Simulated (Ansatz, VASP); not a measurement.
## One calculation of Cd, two programs

The input INCAR:

```
PREC     = Accurate       # precision mode
ENCUT    = 520            # plane-wave cutoff, eV
EDIFF    = 1E-6           # SCF threshold, eV
ISMEAR   = 0              # smearing method
SIGMA    = 0.15           # smearing width, eV
LREAL    = False          # projectors in reciprocal space
LASPH    = True           # aspherical terms in the spheres
NELM     = 100            # most SCF steps
ALGO     = Fast           # electronic algorithm
ISIF     = 2              # what is computed and relaxed
LWAVE    = False          # write WAVECAR
LCHARG   = False          # write CHGCAR
GGA      = PE             # functional
NBANDS   = 19             # bands
```

The input KPOINTS:

```
regular mesh
0
Gamma
  24 24 10
```

File POSCAR:

```
Cd
1.0
    2.9788725081      0.0000000000      0.0000000000
   -1.4894362540      2.5797792666      0.0000000000
    0.0000000000      0.0000000000      5.6176500000
Cd
2
Direct
    0.3333333333      0.6666666667      0.2500000000
    0.6666666667      0.3333333333      0.7500000000
```

Input for Ansatz:

```yaml
crystal:
  lattice:
    - [2.9788725081, 0.0, 0.0]
    - [-1.489436254, 2.5797792666, 0.0]
    - [0.0, 0.0, 5.61765]
  atoms:
    - { symbol: Cd, position: [0.3333333333, 0.6666666667, 0.25] }
    - { symbol: Cd, position: [0.6666666667, 0.3333333333, 0.75] }
basis:
  ecutwfc: 420
kpoints:
  mp_grid: { grid: [24, 24, 10] }
hamiltonian:
  xc: pbe
scf:
  occupations: { method: gaussian, width: 0.15 }
output:
  forces: true
  stress: true
  eigenvalues: true
  write_density: true
  write_potential: true
  elf: true
  volumetric_format: npy
```

Alike in both runs: task single point; functional PBE; k mesh 24 × 24 × 10; occupations gaussian, width 0.15 eV; no spin polarisation.

```csv
,VASP,Ansatz
version,VASP 6.6.1,Ansatz 0.2.0
potentials or method,"VASP PAW PBE potentials, release 64 (Cd), cutoff 520 eV","scalar-relativistic, plane waves, PAW"
valence electrons in the cell,24,40
```

```tsv
	VASP	Ansatz	Ansatz less VASP
gap on the k mesh at the Fermi level (eV)	none	none	-
pressure (GPa)	3.2	2.9	-0.37
traceless stress, the component that is largest in VASP (GPa)	-0.40	-0.26	+0.140
```

A gap of «none» marks a metal or a gap that the smearing closes. The functional is the same, so the differences come from potentials, cutoffs and numerics. VASP's potentials hold 24 valence electrons a cell and Ansatz's 40, so a difference there can come from the potentials and not from the codes.
